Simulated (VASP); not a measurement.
Set up this calculation in VASP 6.6.1, as the native input.

| Property | Result |
| --- | --- |
| Task | relaxation of cell and atoms |
| Functional | PBE |
| Potentials or basis | VASP PAW PBE potentials, release 64 (Pb_d, O) |
| Cutoff | 600 eV |
| k mesh | 10 × 10 × 6 |
| Occupations | gaussian, width 0.05 eV |
| Spin | no spin polarisation |
| Dipole correction | no |
| Further INCAR settings | ALGO = Normal; EDIFF = 1e-06; IBRION = 2; EDIFFG = -0.01; NSW = 80; ISIF = 3 |

The structure of PbO lies in POSCAR:

```
PbO
1.0
    3.8407566174      0.0000000000      0.0000000000
   -1.9203783087      3.3261928004      0.0000000000
    0.0000000000      0.0000000000      5.3530744344
Pb O
2 2
Direct
    0.3333333333      0.6666666667      0.2500000000
    0.6666666667      0.3333333333      0.7500000000
    0.0000000000      0.0000000000      0.0000000000
    0.0000000000      0.0000000000      0.5000000000
```

The input as run:

INCAR

```
ALGO = Normal ; EDIFF = 1E-6
EDIFFG = -0.01 ; ENCUT = 600
GGA = PE ; IBRION = 2
ISIF = 3 ; ISMEAR = 0
LASPH = True ; LCHARG = False
LREAL = False ; LWAVE = False
NELM = 60 ; NSW = 80
PREC = Accurate ; SIGMA = 0.05
```

KPOINTS

```
k-points
0
Gamma
  10 10 6
```

Potentials or basis: VASP PAW PBE potentials, release 64 (Pb_d, O).

Command:

```sh
$ cat potpaw_PBE.64/Pb_d/POTCAR potpaw_PBE.64/O/POTCAR > POTCAR
$ mpirun -np 1 vasp_std > vasp.out
```

Results of the run:

| Quantity | Value |
| --- | --- |
| Relaxed volume | 17.96 Å³/atom |
| Relaxed cell | a = 3.619 Å, b = 3.619 Å, c = 6.334 Å, α = 90.00°, β = 90.00°, γ = 120.00° |
| Space group after relaxing (to 0.1 Å) | P6_3/mmc (No. 194) |
| Energy gained by relaxing | 214.4 meV/atom |
| Ionic steps | 7 |
| Pressure after relaxing | 0.0 GPa |
| Band gap on the k mesh | 0.19 eV (least direct gap 0.20 eV) |

Caveat: a cell axis changed by over 15 % at a fixed basis, so the end point is rough; spin-orbit coupling is left out, which moves the levels of the heavy elements.

Wall time 3.9 min on 1 thread of AMD EPYC 9R45 96-Core Processor (Zen 5) (shared host), peak memory 0.25 GiB.
